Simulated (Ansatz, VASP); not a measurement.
# WS2: VASP beside Ansatz

The input INCAR:

```
SYSTEM = WS2
PREC     = Accurate       ! precision mode
ENCUT    = 520            ! plane-wave cutoff, eV
EDIFF    = 1E-6           ! SCF threshold, eV
ISMEAR   = 0              ! smearing method
SIGMA    = 0.05           ! smearing width, eV
LREAL    = .False.        ! projectors in reciprocal space
LASPH    = .True.         ! aspherical terms in the spheres
NELM     = 100            ! most SCF steps
ALGO     = Normal         ! electronic algorithm
ISIF     = 2              ! what is computed and relaxed
LWAVE    = .False.        ! write WAVECAR
LCHARG   = .False.        ! write CHGCAR
GGA      = PS             ! functional
IVDW     = 12             ! dispersion correction
NBANDS   = 20             ! bands
```

Contents of KPOINTS:

```
regular mesh
0
Gamma
  12 12 12
  0 0 0
```

Contents of POSCAR:

```
WS2
1.0
    1.5000503651      0.8660544821      6.1633300000
   -1.5000503651      0.8660544821      6.1633300000
    0.0000000000     -1.7321089641      6.1633300000
W S
1 2
Direct
    0.0000000000      0.0000000000      0.0000000000
    0.7503000000      0.7503000000      0.7503000000
    0.5810000000      0.5810000000      0.5810000000
```

Input for Ansatz:

```yaml
crystal:
  lattice:
    - [1.5000503651, 0.8660544821, 6.16333]
    - [-1.5000503651, 0.8660544821, 6.16333]
    - [0.0, -1.7321089641, 6.16333]
  atoms:
    - { symbol: W, position: [0.0, 0.0, 0.0] }
    - { symbol: S, position: [0.7503, 0.7503, 0.7503] }
    - { symbol: S, position: [0.581, 0.581, 0.581] }
basis:
  ecutwfc: 420
kpoints:
  mp_grid: { grid: [12, 12, 12] }
hamiltonian:
  xc: pbesol
  dispersion: d3bj
scf:
  occupations: { method: gaussian, width: 0.05 }
output:
  forces: true
  stress: true
  eigenvalues: true
```

Change from the starting cell: strain -0.050 along x and y, +0.000 along z, atoms carried along.

Alike in both runs: task single point; functional PBEsol; dispersion D3(BJ); k mesh 12 × 12 × 12; occupations gaussian, width 0.05 eV; no spin polarisation.

|  | VASP | Ansatz |
| --- | --- | --- |
| version | VASP 6.6.1 | Ansatz 0.2.0 |
| potentials or method | VASP PAW PBE potentials, release 64 (W_sv, S), cutoff 520 eV | scalar-relativistic, plane waves, PAW |
| valence electrons in the cell | 26 | 26 |

```csv
,VASP,Ansatz,Ansatz less VASP
gap on the k mesh at the Fermi level (eV),1.10,1.09,-0.019
least direct gap on the mesh (eV),2.51,2.50,-0.009
pressure (GPa),16.0,15.8,-0.21
"traceless stress, the component that is largest in VASP (GPa)",-5.50,-5.49,+0.011
rms of the force components (eV/Å),0.700,0.689,-0.0109
```

VASP's potentials were made for PBE, not for PBEsol. Atom by atom the forces differ by 0.012 eV/Å (rms over components).

Spin-orbit coupling is off throughout.
